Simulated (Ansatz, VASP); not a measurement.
C in VASP and in Ansatz

File INCAR:

```
PREC = Accurate
ENCUT = 520
EDIFF = 1E-6
ISMEAR = 0
SIGMA = 0.05
LREAL = False
LASPH = True
NELM = 100
ALGO = Normal
ISIF = 2
LWAVE = False
LCHARG = False
GGA = PE
NBANDS = 11
```

KPOINTS

```
regular mesh
0
Gamma
  22 22 22
```

POSCAR

```
C
1.0
    0.0000000000      1.7112891002      1.7112891002
    1.7112891002      0.0000000000      1.7112891002
    1.7112891002      1.7112891002      0.0000000000
C
2
Direct
    0.0000000000      0.0000000000      0.0000000000
    0.2500000000      0.2500000000      0.2500000000
```

Input for Ansatz:

```yaml
crystal:
  lattice:
    - [0.0, 1.7112891002, 1.7112891002]
    - [1.7112891002, 0.0, 1.7112891002]
    - [1.7112891002, 1.7112891002, 0.0]
  atoms:
    - { symbol: C, position: [0.0, 0.0, 0.0] }
    - { symbol: C, position: [0.25, 0.25, 0.25] }
basis:
  ecutwfc: 420
  ecutrho_ratio: 4
kpoints:
  mp_grid: { grid: [22, 22, 22] }
hamiltonian:
  xc: pbe
scf:
  occupations: { method: gaussian, width: 0.05 }
output:
  forces: true
  stress: true
  eigenvalues: true
```

Alike in both runs: task single point; functional PBE; k mesh 22 × 22 × 22; occupations gaussian, width 0.05 eV; no spin polarisation.

|  | VASP | Ansatz |
| --- | --- | --- |
| version | VASP 6.6.1 | Ansatz 0.2.0 |
| potentials or method | VASP PAW PBE potentials, release 64 (C), cutoff 520 eV | scalar-relativistic, plane waves, PAW |
| valence electrons in the cell | 8 | 8 |

Ansatz gave:

- gap on the k mesh at the Fermi level (eV): 4.42
- least direct gap on the mesh (eV): 5.94

Task: What did VASP give for the same quantities?

Result: gap on the k mesh at the Fermi level (eV): 4.41; least direct gap on the mesh (eV): 5.93.

With one functional, cell and mesh, what is left measures potentials, basis and numerics.
